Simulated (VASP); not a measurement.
# Ru (C2/m) in VASP: single point with PBEsol

Aim: the single point of Ru with PBEsol.

Everything below comes from runs of VASP 6.6.1. Logs are shortened: lines on timing, memory, paths and dates and some standing lists are left out, and cuts for length are marked.

**1. The cell of the first run**

Symmetry: C2/m, No. 12, monoclinic system. The conventional cell has a = 4.687 Å, b = 2.706 Å, c = 4.282 Å, α = 90.00°, β = 90.00°, γ = 90.00°. Ru (site symmetry m) has 12 Ru at 2.43 to 2.84 Å within 3.2 Å.

**2. Single point, PBEsol (atom 1 (Ru) moved by (+0.100, -0.200) A along y and z)**

INCAR

```
PREC = Accurate
ENCUT = 520
EDIFF = 1E-6
ISMEAR = 0
SIGMA = 0.15
LREAL = F
LASPH = T
NELM = 100
ALGO = Fast
ISIF = 2
LWAVE = F
LCHARG = F
GGA = PS
NBANDS = 21
```

KPOINTS

```
regular mesh
0
Gamma
  24 24 12
```

POSCAR

```
Ru
1.0
    2.7057993342      0.0000000000      0.0000000000
   -1.3528996671      2.3432909610      0.0000000000
    0.0000000000      0.0000000000      4.2819000000
Ru
2
Direct
    0.3546708458      0.7093416915      0.2032917630
    0.6666666667      0.3333333333      0.7500000000
```

Potentials or basis: VASP PAW PBE potentials, release 64 (Ru_pv).

The run is started by

```sh
cat potpaw_PBE.64/Ru_pv/POTCAR > POTCAR
mpirun -np 1 vasp_std > vasp.out
```

OUTCAR:

```text
PREC = Accurate
   ENCUT = 520
   EDIFF = 1E-6
   ISMEAR = 0
   LREAL = F
   LASPH = T
   NELM = 100
   ISIF = 2
   GGA = PS

 ion  position               nearest neighbor table
   1  0.355  0.709  0.203-   2 2.43   2 2.52   2 2.52   2 2.76   2 2.84   2 2.84
   2  0.667  0.333  0.750-   1 2.43   1 2.52   1 2.52   1 2.76   1 2.84   1 2.84

  LATTYP: Found a hexagonal cell.
 ALAT       =     2.7057993342
 C/A-ratio  =     1.5824898565

  Lattice vectors:

 A1 = (   2.7057993342,   0.0000000000,   0.0000000000)
 A2 = (  -1.3528996671,   2.3432909610,   0.0000000000)
 A3 = (   0.0000000000,   0.0000000000,   4.2819000000)

Analysis of symmetry for initial positions (statically):
=====================================================================
 Subroutine PRICEL returns:
 Original cell was already a primitive cell.

 Routine SETGRP: Setting up the symmetry group for a
 hexagonal supercell.

 Subroutine GETGRP returns: Found  4 space group operations
 (whereof  2 operations were pure point group operations)
 out of a pool of 24 trial point group operations.

The static configuration has the point symmetry C_1h.
 The point group associated with its full space group is C_2h.

Analysis of symmetry for dynamics (positions and initial velocities):
=====================================================================
 Subroutine PRICEL returns:
 Original cell was already a primitive cell.

 Routine SETGRP: Setting up the symmetry group for a
 hexagonal supercell.

 Subroutine GETGRP returns: Found  4 space group operations
 (whereof  2 operations were pure point group operations)
 out of a pool of 24 trial point group operations.

The dynamic configuration has the point symmetry C_1h.
 The point group associated with its full space group is C_2h.

 Subroutine INISYM returns: Found  4 space group operations
 (whereof  2 operations are pure point group operations),
 and found     1 'primitive' translations

----------------------------------------------------------------------------------------

                                     Primitive cell

  volume of cell :      27.1493

  direct lattice vectors                    reciprocal lattice vectors
     2.705799334  0.000000000  0.000000000     0.369576556  0.213375124  0.000000000
    -1.352899667  2.343290961  0.000000000     0.000000000  0.426750249  0.000000000
     0.000000000  0.000000000  4.281900000     0.000000000  0.000000000  0.233541185

  length of vectors
     2.705799334  2.705799334  4.281900000     0.426750249  0.426750249  0.233541185

  position of ions in fractional coordinates (direct lattice)
     0.354670846  0.709341692  0.203291763
     0.666666667  0.333333333  0.750000000

  ion indices of the primitive-cell ions
   primitive index   ion index
                 1           1
                 2           2

----------------------------------------------------------------------------------------

 KPOINTS: regular mesh

Automatic generation of k-mesh.
 Grid dimensions read from file:
 generate k-points for:   24   24   12

 Generating k-lattice:

  Cartesian coordinates                     Fractional coordinates (reciprocal lattice)
     0.015399023  0.008890630  0.000000000     0.041666667  0.000000000  0.000000000
     0.000000000  0.017781260  0.000000000     0.000000000  0.041666667  0.000000000
     0.000000000  0.000000000  0.019461765     0.000000000  0.000000000  0.083333333

  Length of vectors
     0.017781260  0.017781260  0.019461765

  Shift w.r.t. Gamma in fractional coordinates (k-lattice)
     0.000000000  0.000000000  0.000000000

 Subroutine IBZKPT returns following result:
 ===========================================

 Found   1814 irreducible k-points:

 Following reciprocal coordinates:
            Coordinates               Weight
  0.000000  0.000000  0.000000      1.000000
  0.041667  0.000000  0.000000      4.000000
  0.000000  0.041667  0.000000      2.000000
  0.083333  0.000000  0.000000      4.000000
  0.000000  0.083333  0.000000      2.000000
  0.125000  0.000000  0.000000      4.000000
[... 16 lines left out ...]
  0.000000  0.458333  0.000000      2.000000
  0.500000  0.000000  0.000000      2.000000
 [... further k-points ...]
   k-points           NKPTS =   1814   k-points in BZ     NKDIM =   1814   number of bands    NBANDS=     21
   number of dos      NEDOS =    301   number of ions     NIONS =      2
   total plane-waves  NPLWV =  12800
   dimension x,y,z NGX =    20 NGY =   20 NGZ =   32
   dimension x,y,z NGXF=    40 NGYF=   40 NGZF=   64
   ions per type =               2
   NGX,Y,Z   is equivalent  to a cutoff of  12.29, 12.29, 12.42 a.u.
   NGXF,Y,Z  is equivalent  to a cutoff of  24.58, 24.58, 24.85 a.u.
 SYSTEM =  unknown system
   PREC   = accura    normal or accurate (medium, high low for compatibility)
   ISTART =      0    job   : 0-new  1-cont  2-samecut
   ICHARG =      2    charge: 1-file 2-atom 10-const
   ISPIN  =      1    spin polarized calculation?
   LNONCOLLINEAR =      F non collinear calculations
   LSORBIT =      F    spin-orbit coupling
   LASPH  =      T    aspherical Exc in radial PAW
   ENCUT  =  520.0 eV  38.22 Ry    6.18 a.u.   5.03  5.03  7.96*2*pi/ulx,y,z
   NELM   =    100;   NELMIN=  2; NELMDL= -5     # of ELM steps
   EDIFF  = 0.1E-05   stopping-criterion for ELM
   LREAL  =      F    real-space projection
   EDIFFG = 0.1E-04   stopping-criterion for IOM
   NSW    =      0    number of steps for IOM
   IBRION =     -1    ionic relax: 0-MD 1-quasi-New 2-CG
   NFREE  =      0    steps in history (QN), initial steepest desc. (CG)
   ISIF   =      2    stress and relaxation
   ISYM   =      2    0-nonsym 1-usesym 2-fastsym
   POTIM  = 0.5000    time-step for ionic-motion
   TEBEG  =    0.0;   TEEND  =   0.0 temperature during run
   PSTRESS=    0.0 pullay stress
   NELECT =      28.0000    total number of electrons
   NUPDOWN=      -1.0000    fix difference up-down
   EMIN   =  10.00;   EMAX   =-10.00  energy-range for DOS
   EFERMI =   0.00;   METHOD = LEGACY
   ISMEAR =     0;   SIGMA  =   0.15  broadening in eV -4-tet -1-fermi 0-gaus
   EFERMI_NEDOS =   21; number of points for ismear=-14 and -15
   IALGO  =     68    algorithm
   IMIX   =      4    mixing-type and parameters
     AMIX     =   0.40;   BMIX     =  1.00
     AMIX_MAG =   1.60;   BMIX_MAG =  1.00
  volume/ion in A,a.u.               =      13.57        91.61
  Fermi-wavevector in a.u.,A,eV,Ry     =   1.654022  3.125649 37.222686  2.735790
  Thomas-Fermi vector in A             =   2.742361
   LORBIT       =      0    0 simple, 1 ext, 2 COOP (PROOUT), +10 PAW based schemes
   GGA     = PS    functional components
   LHFCALC =     F    Hartree Fock is set to
   AEXX    =    0.0000 exact exchange contribution
   IVDW    =     0    specifies the selected vdW correction
   LEPSILON=     F    determine dielectric tensor
   LRPA    =     F    only Hartree local field effects (RPA)
 non-spin polarized calculation
 RMM-DIIS sequential band-by-band and
 Gauss-broadening in eV      SIGMA  =   0.15
  energy-cutoff  :      520.00
  volume of cell :       27.15
 maximum number of plane-waves:       756
   NGX =  9   NGY =  9   NGZ = 15

 number of electron      28.0000005 magnetization

 Free energy of the ion-electron system (eV)
  ---------------------------------------------------
  ext. energy  EPLUGINS =         0.00000000
  ---------------------------------------------------
  free energy    TOTEN  =       -20.05539484 eV

  energy without entropy =      -20.03472927  energy(sigma->0) =      -20.04506205

 E-fermi :  12.7671     XC(G=0): -14.2527

 val. band max:       12.7670738866   @ k =   0.0417  -0.3750   0.2500
 cond. band min:      12.7671662998   @ k =   0.3750  -0.0000   0.3333
 fundamental gap:      0.0000924132
 Fermi energy:        12.7671131202

 k-point     1 :       0.0000    0.0000    0.0000
  band No.  band energies     occupation
      1     -30.9877      2.00000
      2     -30.0271      2.00000
      3     -29.9460      2.00000
      4     -29.7818      2.00000
      5     -29.7543      2.00000
      6     -29.6931      2.00000
[... 13 lines left out ...]
     20      23.0183      0.00000
     21      23.0361      0.00000

 k-point     2 :       0.0417    0.0000    0.0000
  band No.  band energies     occupation
      1     -30.9823      2.00000
      2     -30.0345      2.00000
      3     -29.9588      2.00000
      4     -29.7923      2.00000
      5     -29.7577      2.00000
      6     -29.6938      2.00000
[... 13 lines left out ...]
     20      23.0183      0.00000
     21      23.0363      0.00000

 k-point     3 :       0.0000    0.0417    0.0000
  band No.  band energies     occupation
      1     -30.9816      2.00000
      2     -30.0423      2.00000
      3     -29.9514      2.00000
      4     -29.7825      2.00000
      5     -29.7674      2.00000
      6     -29.6941      2.00000
[... 13 lines left out ...]
     20      23.0183      0.00000
     21      23.0364      0.00000

 k-point     4 :       0.0833    0.0000    0.0000
  band No.  band energies     occupation
      1     -30.9663      2.00000
      2     -30.0598      2.00000
      3     -29.9911      2.00000
      4     -29.8261      2.00000
      5     -29.7650      2.00000
      6     -29.6965      2.00000
[... 13 lines left out ...]
     20      23.0182      0.00000
     21      23.0369      0.00000

 k-point     5 :       0.0000    0.0833    0.0000
  band No.  band energies     occupation
      1     -30.9639      2.00000
      2     -30.0856      2.00000
      3     -29.9670      2.00000
      4     -29.8059      2.00000
      5     -29.7849      2.00000
      6     -29.6982      2.00000
[... 13 lines left out ...]
     20      23.0183      0.00000
     21      23.0373      0.00000
[... 382 lines left out ...]
     20      24.4442      0.00000
     21      26.3196      0.00000

 k-point    22 :       0.4583   -0.0000    0.0000
  band No.  band energies     occupation
      1     -30.7738      2.00000
      2     -30.7185      2.00000
      3     -30.2993      2.00000
      4     -30.2319      2.00000
      5     -29.9259      2.00000
      6     -29.8672      2.00000
[... 13 lines left out ...]
     20      25.0197      0.00000
     21      25.9589      0.00000

 k-point    23 :       0.0000    0.4583    0.0000
  band No.  band energies     occupation
      1     -30.8309      2.00000
      2     -30.6634      2.00000
      3     -30.2159      2.00000
      4     -30.2084      2.00000
      5     -30.0389      2.00000
      6     -29.8689      2.00000
[... 13 lines left out ...]
     20      25.0946      0.00000
     21      25.8578      0.00000

 k-point    24 :       0.5000    0.0000    0.0000
  band No.  band energies     occupation
      1     -30.7851      2.00000
      2     -30.7214      2.00000
      3     -30.2985      2.00000
      4     -30.2345      2.00000
      5     -29.9343      2.00000
      6     -29.8699      2.00000
[... 13 lines left out ...]
     20      25.4814      0.00000
     21      25.8019      0.00000

 [... further k-points ...]

------------------------ aborting loop because EDIFF is reached ----------------------------------------

  FORCE on cell =-STRESS in cart. coord.  units (eV):
  Direction    XX          YY          ZZ          XY          YZ          ZX
  --------------------------------------------------------------------------------------
  -------------------------------------------------------------------------------------
  Total       -0.6863628      0.1549363      1.4391248      0.0000000     -0.5924753      0.0000000
  in kB      -40.5047546      9.1433535     84.9279630      0.0000000    -34.9641123      0.0000000
  external PRESSURE =      17.8555206 kB  Pullay stress =       0.0000000 kB

 VOLUME and BASIS-vectors are now :
 -----------------------------------------------------------------------------
  energy-cutoff  :      520.00
  volume of cell :       27.15
      direct lattice vectors                 reciprocal lattice vectors
     2.705799334  0.000000000  0.000000000     0.369576556  0.213375124  0.000000000
    -1.352899667  2.343290961  0.000000000     0.000000000  0.426750249  0.000000000
     0.000000000  0.000000000  4.281900000     0.000000000  0.000000000  0.233541185

 POSITION                                       TOTAL-FORCE (eV/Angst)
 -----------------------------------------------------------------------------------
      0.00000      1.66219      0.87047        -0.000000     -0.719094      2.647386
      1.35290      0.78110      3.21143         0.000000      0.719094     -2.647386
 -----------------------------------------------------------------------------------
    total drift:                                0.000000      0.000017     -0.000008

  FREE ENERGIE OF THE ION-ELECTRON SYSTEM (eV)
  ---------------------------------------------------
  free  energy   TOTEN  =       -20.0553948439 eV

  energy  without entropy=      -20.0347292656  energy(sigma->0) =      -20.04506205
```

Wall time 12 min (1 thread of Intel Xeon Platinum 8259CL at 2.50GHz (Skylake/Cascade Lake), shared host); peak memory 0.82 GiB.

Results:

```yaml
Free_energy: -20.0554 eV
Pressure: 1.8 GPa
Largest_force: 2.743 eV/Å
Band_gap_on_the_k_mesh: zero (bands 14 and 15 overlap by 2.91 eV)
```

Forces on the atoms (eV/Å):
```
Ru   0.000 -0.719  2.647
Ru   0.000  0.719 -2.647
```

Levels at points of the mesh, in eV from the Fermi level:
```csv
k point,band 11,band 12,band 13,band 14,band 15,band 16,band 17,band 18
"(0.00, 0.00, 0.00)",-2.74,-2.46,-2.22,-1.26,-0.87,0.94,1.46,1.61
"(0.50, 0.00, 0.00)",-1.87,-1.72,-1.48,1.38,1.60,2.09,3.84,6.26
"(0.00, 0.50, 0.00)",-2.45,-2.08,-1.54,1.21,1.72,2.07,4.34,5.76
"(0.00, 0.00, 0.50)",-3.04,-2.95,-2.94,-1.83,-0.03,0.39,0.98,0.99
"(0.50, 0.00, 0.50)",-1.99,-0.31,0.13,0.37,1.51,1.76,2.89,4.12
"(0.00, 0.50, 0.50)",-1.94,-0.29,0.52,0.96,1.38,1.80,2.40,3.49
```

Caveat: the cell differs from its parent crystal (atom 1 (Ru) moved by (+0.100, -0.200) A along y and z); the stress differs along the axes, from -4 to 8 GPa; the PAW data sets were made with another functional, which shifts forces and pressure a little.
